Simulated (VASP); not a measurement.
Set up this calculation in VASP 6.6.1, as the native input.

* Task: single point
* Functional: BLYP
* Potentials or basis: VASP PAW PBE potentials, release 64 (Cr_pv)
* Cutoff: 520 eV
* k mesh: 11 × 11 × 11
* Occupations: fermi-dirac, width 0.05 eV
* Spin: collinear spin, antiferromagnetic start
* Starting moments: [2.632, -2.632] μB
* Dipole correction: no
* Further INCAR settings: ALGO = Normal; EDIFF = 1e-06; NBANDS = 23

The structure of Cr lies in POSCAR:

```
Cr
1.0
    0.0000000000      2.7061932389      2.7061932389
    2.7061932389      0.0000000000      2.7061932389
    2.7061932389      2.7061932389      0.0000000000
Cr
2
Direct
    0.1250000000      0.1250000000      0.1250000000
    0.8750000000      0.8750000000      0.8750000000
```

This cell differs from its parent crystal: volume scaled by 0.96.

One way to write it, as run:

INCAR

```
PREC     = Accurate       # precision mode
ENCUT    = 520            # plane-wave cutoff, eV
EDIFF    = 1E-6           # SCF threshold, eV
ISMEAR   = -1             # smearing method
SIGMA    = 0.05           # smearing width, eV
LREAL    = False          # projectors in reciprocal space
LASPH    = True           # aspherical terms in the spheres
NELM     = 150            # most SCF steps
ALGO     = Normal         # electronic algorithm
ISIF     = 2              # what is computed and relaxed
LWAVE    = False          # write WAVECAR
LCHARG   = False          # write CHGCAR
ISPIN    = 2              # spin polarisation
MAGMOM   = 2.632 -2.632   # initial moments
LORBIT   = 11             # projections on sites
LMAXMIX  = 4              # l up to which the mixer works
GGA      = B5             # functional
ALDAX    = 1.0          
AGGAX    = 1.0          
AGGAC    = 1.0          
ALDAC    = 0.0          
NBANDS   = 23             # bands
```

KPOINTS

```
Automatic mesh
0
Gamma
  11 11 11
```

Potentials or basis: VASP PAW PBE potentials, release 64 (Cr_pv).

Command:

```sh
$ cat potpaw_PBE.64/Cr_pv/POTCAR > POTCAR
$ mpirun -np 1 vasp_std > vasp.out
```

It gave:

| Quantity | Value |
| --- | --- |
| Pressure | 1.7 GPa |
| Band gap on the k mesh | zero (filled and empty bands overlap) |
| Net moment | 0.00 μB per cell |
| Site moments | Cr +2.74, -2.74 μB |
| Valence electrons inside the program's atomic spheres | Cr 10.89 |

Caveat: the PAW data sets were made with another functional, which shifts forces and pressure a little.

Run time: 60 s on 1 thread of Intel(R) Xeon(R) Platinum 8488C (Sapphire Rapids), on a shared host, peak memory 0.21 GiB.
